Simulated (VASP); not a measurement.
InP:

```xyz
2
Lattice="0.0000 2.9345 2.9345 2.9345 0.0000 2.9345 2.9345 2.9345 0.0000" Properties=species:S:1:pos:R:3 pbc="T T T"
In    0.0000    0.0000    0.0000
P     1.4672    1.4672    1.4672
```

Base run:

```yaml
Program: VASP 6.6.1
Functional: r2SCAN
Potentials_or_basis: VASP PAW PBE potentials, release 64 (In_d, P)
Cutoff: 520 eV
k_mesh: 10 × 10 × 10
Occupations: gaussian, width 0.03 eV
Spin: non-collinear spin, zero start, spin-orbit coupling
Starting_moments: "[[0.0, 0.0, 0.0], [0.0, 0.0, 0.0]] μB"
```

Its results: pressure 1.2 GPa; net moment 0.00 μB per cell.

The run is repeated on the same cell with these changes: functional from r2SCAN to PBE; further incar settings from ALGO = Normal; EDIFF = 1e-06; NBANDS = 30 to ALGO = Normal; EDIFF = 1e-07; NBANDS = 30. What comes out?

Pressure 2.9 GPa; net moment 0.00 μB per cell.

Caveats: the PAW data sets were made with another functional, which shifts forces and pressure a little (at least some runs).
